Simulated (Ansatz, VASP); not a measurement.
One calculation of Pt, two programs

File INCAR:

```
PREC = Accurate
ENCUT = 520
EDIFF = 1E-7
ISMEAR = 0
SIGMA = 0.1
LREAL = False
LASPH = True
NELM = 60
ALGO = Fast
ISIF = 2
LWAVE = False
LCHARG = False
NBANDS = 11
```

File KPOINTS:

```
Automatic mesh
0
Gamma
  8 8 8
```

Contents of POSCAR:

```
Pt
1.0
    0.0000000000      1.9715751800      1.9715751800
    1.9715751800      0.0000000000      1.9715751800
    1.9715751800      1.9715751800      0.0000000000
Pt
1
Direct
    0.0000000000      0.0000000000      0.0000000000
```

Input for Ansatz:

```yaml
crystal:
  lattice:
    - [0.0, 1.97157518, 1.97157518]
    - [1.97157518, 0.0, 1.97157518]
    - [1.97157518, 1.97157518, 0.0]
  atoms:
    - { symbol: Pt, position: [0.0, 0.0, 0.0] }
basis:
  ecutwfc: 420
kpoints:
  mp_grid: { grid: [8, 8, 8] }
hamiltonian:
  xc: lda
  pseudopotentials: { kind: paw, azcp: { folder: soft_1 } }
scf:
  occupations: { method: gaussian, width: 0.1 }
output:
  forces: true
  stress: true
  eigenvalues: true
```

Alike in both runs: task single point; functional LDA; k mesh 8 × 8 × 8; occupations gaussian, width 0.1 eV; no spin polarisation.

|  | VASP | Ansatz |
| --- | --- | --- |
| version | VASP 6.6.1 | Ansatz 0.2.0 |
| potentials or method | VASP PAW LDA potentials, release 64 (Pt), cutoff 520 eV | scalar-relativistic, plane waves, PAW |
| valence electrons in the cell | 10 | 18 |

```csv
,VASP,Ansatz,Ansatz less VASP
gap on the k mesh at the Fermi level (eV),none,none,-
pressure (GPa),-10.4,-11.1,-0.68
```

Ansatz warns that its potentials were made for another functional, while VASP's fit it. LDA's correlation is that of Perdew and Zunger in VASP and of Perdew and Wang (1992) in Ansatz. A gap of «none» marks a metal or a gap that the smearing closes. VASP's potentials hold 10 valence electrons a cell and Ansatz's 18, so a difference there can come from the potentials and not from the codes.

Neither program's run includes spin-orbit coupling.
